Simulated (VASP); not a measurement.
Wanted: the native input for a VASP 6.6.1 run.

```
Task                   : single point
Functional             : LDA
Potentials or basis    : VASP PAW LDA potentials, release 64 (As)
Cutoff                 : 500 eV
k mesh                 : 8 × 8 × 8
Occupations            : methfessel-paxton, width 0.1 eV
Spin                   : no spin polarisation
Dipole correction      : no
Further INCAR settings : ALGO = Normal; EDIFF = 1e-06; NBANDS = 8
```

The structure of As lies in POSCAR:

```
As
1.0
    0.0000000000      2.0940223424      2.0940223424
    2.0940223424      0.0000000000      2.0940223424
    2.0940223424      2.0940223424      0.0000000000
As
1
Direct
    0.0000000000      0.0000000000      0.0000000000
```

This isn't the form of As at room conditions, which is rhombohedral.

These files were run (other wordings do the same):

INCAR

```
PREC     = Accurate       # precision mode
ENCUT    = 500            # plane-wave cutoff, eV
EDIFF    = 1E-6           # SCF threshold, eV
ISMEAR   = 1              # smearing method
SIGMA    = 0.1            # smearing width, eV
LREAL    = F              # projectors in reciprocal space
LASPH    = T              # aspherical terms in the spheres
NELM     = 120            # most SCF steps
ALGO     = Normal         # electronic algorithm
ISIF     = 2              # what is computed and relaxed
LWAVE    = F              # write WAVECAR
LCHARG   = T              # write CHGCAR
LELF     = T              # ELF
LVHAR    = T            
NBANDS   = 8              # bands
GGA_COMPAT= F
```

KPOINTS

```
regular mesh
0
Gamma
  8 8 8
```

Potentials or basis: VASP PAW LDA potentials, release 64 (As).

The run is started by

```console
$ cat potpaw_LDA.64/As/POTCAR > POTCAR
$ mpirun -np 1 vasp_std > vasp.out
```

Results of the run:

* Pressure: 0.2 GPa
* Band gap on the k mesh: zero (an odd number of electrons rules out a gap without spin polarisation)

Wall time 3.2 s on 1 thread of AMD EPYC 7R13 Processor (Zen 3) (shared host), peak memory 0.09 GiB.
